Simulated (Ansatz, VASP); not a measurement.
**SnS2: VASP beside Ansatz**

```
Sn S
1.0
     3.63900    0.00000    0.00000
    -1.81950    3.15147    0.00000
     0.00000    0.00000    5.86800
Sn S
1 2
Direct
  0.00000 0.00000 0.00000
  0.33333 0.66667 0.25000
  0.66667 0.33333 0.75000
```

Alike in both runs: task relaxation of cell and atoms; functional PBE; dispersion D3(BJ); k mesh 6 × 6 × 4; no spin polarisation.

```csv
,VASP,Ansatz
version,VASP 6.6.1,Ansatz 0.2.0
potentials or method,"VASP PAW PBE potentials, release 64 (Sn_d, S)","plane waves, PAW"
plane-wave cutoff (eV),500,420
occupations,"gaussian, width 0.01 eV",fixed
valence electrons in the cell,26,26
```

```csv
,VASP,Ansatz,Ansatz less VASP
relaxed volume (Å³/atom),22.52,22.57,+0.057
relaxed cell length with the largest relative difference (Å),5.794,5.804,+0.0103
```
